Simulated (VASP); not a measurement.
# W (I4/mmm) in VASP: a series of runs, part 2 of 2

VASP 6.6.1. Earlier steps stand in the parts before.

## (4) Single point, PBE

Input file INCAR:

```
PREC     = Accurate       # precision mode
ENCUT    = 520            # plane-wave cutoff, eV
EDIFF    = 1E-6           # SCF threshold, eV
ISMEAR   = 0              # smearing method
SIGMA    = 0.15           # smearing width, eV
LREAL    = F              # projectors in reciprocal space
LASPH    = T              # aspherical terms in the spheres
NELM     = 80             # most SCF steps
ALGO     = Fast           # electronic algorithm
ISIF     = 2              # what is computed and relaxed
LWAVE    = F              # write WAVECAR
LCHARG   = T              # write CHGCAR
GGA      = PE             # functional
LELF     = T              # ELF
LVHAR    = T            
NBANDS   = 13             # bands
```

Input file KPOINTS:

```
Automatic mesh
0
Gamma
  24 24 24
```

Input file POSCAR:

```
W
1.0
   -1.5031168489      1.5031168489      1.8037402187
    1.5031168489     -1.5031168489      1.8037402187
    1.5031168489      1.5031168489     -1.8037402187
W
1
Direct
    0.0000000000      0.0000000000      0.0000000000
```

Potentials or basis: VASP PAW PBE potentials, release 64 (W_sv).

Started as:

```console
> cat potpaw_PBE.64/W_sv/POTCAR > POTCAR
> mpirun -np 1 vasp_std > vasp.out
```

OUTCAR:

```text
PREC = Accurate
   ENCUT = 520
   EDIFF = 1E-6
   ISMEAR = 0
   LREAL = F
   LASPH = T
   NELM = 80
   ISIF = 2
   GGA = PE

 ion  position               nearest neighbor table
   1  0.000  0.000  0.000-

  LATTYP: Found a body centered tetragonal cell.
 ALAT       =     3.0062336978
 C/A-ratio  =     1.2000000000

  Lattice vectors:

 A1 = (  -1.5031168489,   1.5031168489,   1.8037402187)
 A2 = (   1.5031168489,  -1.5031168489,   1.8037402187)
 A3 = (   1.5031168489,   1.5031168489,  -1.8037402187)

Analysis of symmetry for initial positions (statically):
=====================================================================
 Subroutine PRICEL returns:
 Original cell was already a primitive cell.

 Routine SETGRP: Setting up the symmetry group for a
 body centered tetragonal supercell.

 Subroutine GETGRP returns: Found 16 space group operations
 (whereof 16 operations were pure point group operations)
 out of a pool of 16 trial point group operations.

The static configuration has the point symmetry D_4h.

Analysis of symmetry for dynamics (positions and initial velocities):
=====================================================================
 Subroutine PRICEL returns:
 Original cell was already a primitive cell.

 Routine SETGRP: Setting up the symmetry group for a
 body centered tetragonal supercell.

 Subroutine GETGRP returns: Found 16 space group operations
 (whereof 16 operations were pure point group operations)
 out of a pool of 16 trial point group operations.

The dynamic configuration has the point symmetry D_4h.

 Subroutine INISYM returns: Found 16 space group operations
 (whereof 16 operations are pure point group operations),
 and found     1 'primitive' translations

----------------------------------------------------------------------------------------

                                     Primitive cell

  volume of cell :      16.3012

  direct lattice vectors                    reciprocal lattice vectors
    -1.503116849  1.503116849  1.803740219     0.000000000  0.332642136  0.277201780
     1.503116849 -1.503116849  1.803740219     0.332642136  0.000000000  0.277201780
     1.503116849  1.503116849 -1.803740219     0.332642136  0.332642136  0.000000000

  length of vectors
     2.787866442  2.787866442  2.787866442     0.433003023  0.433003023  0.470427021

  position of ions in fractional coordinates (direct lattice)
     0.000000000  0.000000000  0.000000000

  ion indices of the primitive-cell ions
   primitive index   ion index
                 1           1

----------------------------------------------------------------------------------------

 KPOINTS: Automatic mesh

Automatic generation of k-mesh.
 Grid dimensions read from file:
 generate k-points for:   24   24   24

 Generating k-lattice:

  Cartesian coordinates                     Fractional coordinates (reciprocal lattice)
     0.000000000  0.013860089  0.011550074     0.041666667 -0.000000000  0.000000000
     0.013860089  0.000000000  0.011550074    -0.000000000  0.041666667  0.000000000
     0.013860089  0.013860089  0.000000000     0.000000000  0.000000000  0.041666667

  Length of vectors
     0.018041793  0.018041793  0.019601126

  Shift w.r.t. Gamma in fractional coordinates (k-lattice)
     0.000000000  0.000000000  0.000000000

 Subroutine IBZKPT returns following result:
 ===========================================

 Found   1063 irreducible k-points:

 Following reciprocal coordinates:
            Coordinates               Weight
  0.000000  0.000000  0.000000      1.000000
  0.041667  0.000000  0.000000      8.000000
  0.083333  0.000000 -0.000000      8.000000
  0.125000 -0.000000  0.000000      8.000000
  0.166667  0.000000 -0.000000      8.000000
  0.208333  0.000000 -0.000000      8.000000
[... 16 lines left out ...]
  0.416667  0.041667  0.000000     16.000000
  0.458333  0.041667  0.000000     16.000000
 [... further k-points ...]
   k-points           NKPTS =   1063   k-points in BZ     NKDIM =   1063   number of bands    NBANDS=     13
   number of dos      NEDOS =    301   number of ions     NIONS =      1
   total plane-waves  NPLWV =  13824
   dimension x,y,z NGX =    24 NGY =   24 NGZ =   24
   dimension x,y,z NGXF=    48 NGYF=   48 NGZF=   48
   ions per type =               1
   NGX,Y,Z   is equivalent  to a cutoff of  14.31, 14.31, 14.31 a.u.
   NGXF,Y,Z  is equivalent  to a cutoff of  28.62, 28.62, 28.62 a.u.
 SYSTEM =  unknown system
   PREC   = accura    normal or accurate (medium, high low for compatibility)
   ISTART =      0    job   : 0-new  1-cont  2-samecut
   ICHARG =      2    charge: 1-file 2-atom 10-const
   ISPIN  =      1    spin polarized calculation?
   LNONCOLLINEAR =      F non collinear calculations
   LSORBIT =      F    spin-orbit coupling
   LASPH  =      T    aspherical Exc in radial PAW
   ENCUT  =  520.0 eV  38.22 Ry    6.18 a.u.   5.18  5.18  5.18*2*pi/ulx,y,z
   NELM   =     80;   NELMIN=  2; NELMDL= -5     # of ELM steps
   EDIFF  = 0.1E-05   stopping-criterion for ELM
   LREAL  =      F    real-space projection
   EDIFFG = 0.1E-04   stopping-criterion for IOM
   NSW    =      0    number of steps for IOM
   IBRION =     -1    ionic relax: 0-MD 1-quasi-New 2-CG
   NFREE  =      0    steps in history (QN), initial steepest desc. (CG)
   ISIF   =      2    stress and relaxation
   ISYM   =      2    0-nonsym 1-usesym 2-fastsym
   POTIM  = 0.5000    time-step for ionic-motion
   TEBEG  =    0.0;   TEEND  =   0.0 temperature during run
   PSTRESS=    0.0 pullay stress
   NELECT =      14.0000    total number of electrons
   NUPDOWN=      -1.0000    fix difference up-down
   EMIN   =  10.00;   EMAX   =-10.00  energy-range for DOS
   EFERMI =   0.00;   METHOD = LEGACY
   ISMEAR =     0;   SIGMA  =   0.15  broadening in eV -4-tet -1-fermi 0-gaus
   EFERMI_NEDOS =   21; number of points for ismear=-14 and -15
   IALGO  =     68    algorithm
   IMIX   =      4    mixing-type and parameters
     AMIX     =   0.40;   BMIX     =  1.00
     AMIX_MAG =   1.60;   BMIX_MAG =  1.00
  volume/ion in A,a.u.               =      16.30       110.01
  Fermi-wavevector in a.u.,A,eV,Ry     =   1.556125  2.940649 32.946829  2.421524
  Thomas-Fermi vector in A             =   2.659966
   LORBIT       =      0    0 simple, 1 ext, 2 COOP (PROOUT), +10 PAW based schemes
   GGA     = PE    functional components
   LHFCALC =     F    Hartree Fock is set to
   AEXX    =    0.0000 exact exchange contribution
   IVDW    =     0    specifies the selected vdW correction
   LEPSILON=     F    determine dielectric tensor
   LRPA    =     F    only Hartree local field effects (RPA)
 non-spin polarized calculation
 RMM-DIIS sequential band-by-band and
 Gauss-broadening in eV      SIGMA  =   0.15
  energy-cutoff  :      520.00
  volume of cell :       16.30
 maximum number of plane-waves:       451
 NGX is ok and might be reduce to    24
   NGX = 11   NGY = 11   NGZ = 11

 number of electron      13.9999999 magnetization

 Free energy of the ion-electron system (eV)
  ---------------------------------------------------
  ext. energy  EPLUGINS =         0.00000000
  ---------------------------------------------------
  free energy    TOTEN  =       -12.70124626 eV

  energy without entropy =      -12.69373233  energy(sigma->0) =      -12.69748929

 E-fermi :  10.9817     XC(G=0): -13.4791

 val. band max:       10.9811880216   @ k =  -0.2500   0.2500   0.2083
 cond. band min:      10.9828307795   @ k =  -0.2500   0.2500   0.2500
 fundamental gap:      0.0016427579
 Fermi energy:        10.9817031356

 k-point     1 :       0.0000    0.0000    0.0000
  band No.  band energies     occupation
      1     -63.1456      2.00000
      2     -26.7576      2.00000
      3     -26.7576      2.00000
      4     -26.7474      2.00000
      5       1.5601      2.00000
      6       9.5494      2.00000
      7       9.5494      2.00000
      8      11.5365      0.00000
      9      11.5499      0.00000
     10      14.0533      0.00000
     11      23.8320      0.00000
     12      26.9345      0.00000
     13      26.9345      0.00000
[... 353 lines left out ...]
 k-point    24 :       0.4583    0.0417    0.0000
  band No.  band energies     occupation
      1     -63.0325      2.00000
      2     -27.9241      2.00000
      3     -27.0503      2.00000
      4     -26.7928      2.00000
      5       5.0050      2.00000
      6       8.6063      2.00000
      7      11.0748      0.38024
      8      11.2879      0.00389
      9      14.7478      0.00000
     10      16.4817      0.00000
     11      21.1829      0.00000
     12      23.0389      0.00000
     13      28.5515      0.00000

 [... further k-points ...]

------------------------ aborting loop because EDIFF is reached ----------------------------------------

  FORCE on cell =-STRESS in cart. coord.  units (eV):
  Direction    XX          YY          ZZ          XY          YZ          ZX
  --------------------------------------------------------------------------------------
  -------------------------------------------------------------------------------------
  Total        1.1347876      1.1347876     -1.9499144      0.0000000      0.0000000     -0.0000000
  in kB      111.5335963    111.5335963   -191.6490472      0.0000000      0.0000000     -0.0000000
  external PRESSURE =      10.4727152 kB  Pullay stress =       0.0000000 kB

 VOLUME and BASIS-vectors are now :
 -----------------------------------------------------------------------------
  energy-cutoff  :      520.00
  volume of cell :       16.30
      direct lattice vectors                 reciprocal lattice vectors
    -1.503116849  1.503116849  1.803740219     0.000000000  0.332642136  0.277201780
     1.503116849 -1.503116849  1.803740219     0.332642136  0.000000000  0.277201780
     1.503116849  1.503116849 -1.803740219     0.332642136  0.332642136  0.000000000

 POSITION                                       TOTAL-FORCE (eV/Angst)
 -----------------------------------------------------------------------------------
      0.00000      0.00000      0.00000        -0.000000      0.000000     -0.000000
 -----------------------------------------------------------------------------------
    total drift:                               -0.000000      0.000000     -0.000000

  FREE ENERGIE OF THE ION-ELECTRON SYSTEM (eV)
  ---------------------------------------------------
  free  energy   TOTEN  =       -12.7012462558 eV

  energy  without entropy=      -12.6937323277  energy(sigma->0) =      -12.69748929
```

Wall time 1.8 min (1 thread of Intel Xeon 6975P-C, shared host); peak memory 0.32 GiB.

Results:

```
Free energy            : -12.7012 eV
Pressure               : 1.0 GPa
Band gap on the k mesh : zero (bands 7 and 8 overlap by 5.54 eV)
```

Stress tensor (GPa, compression positive):
```
 11.15   0.00   0.00
  0.00  11.15   0.00
  0.00   0.00 -19.16
```

Caveat: the stress differs along the axes, from -19 to 11 GPa; spin-orbit coupling is left out, which moves the levels of the heavy elements.

## (5) Overview

```tsv
cell	further INCAR settings	gap on the mesh (eV)	pressure (GPa)
a = 2.835 Å, angles 101.5, 101.5, 126.9°, 1 atom	ALGO = Fast; EDIFF = 1e-07; NBANDS = 13	none	15.0
a = 2.782 Å, angles 105.4, 105.4, 118.0°, 1 atom	ALGO = Fast; EDIFF = 1e-06; NBANDS = 13	none	1.7
a = 2.788 Å, angles 114.7, 114.7, 99.4°, 1 atom	ALGO = Fast; EDIFF = 1e-06; NBANDS = 13	none	1.0
```

Alike in all rows: task single point; level PBE; potentials or basis VASP PAW PBE potentials, release 64 (W_sv); no spin polarisation; k mesh 24 × 24 × 24; cutoff (eV) 520; smearing gaussian 0.15 eV.

Caveats: spin-orbit coupling is left out, which moves the levels of the heavy elements; the stress differs along the axes, from -2 to 48 GPa (at least some runs); the stress differs along the axes, from -12 to 28 GPa (at least some runs); the stress differs along the axes, from -19 to 11 GPa (at least some runs).

Total energies depend on the potentials used, so only differences within one code and one set of settings carry meaning.
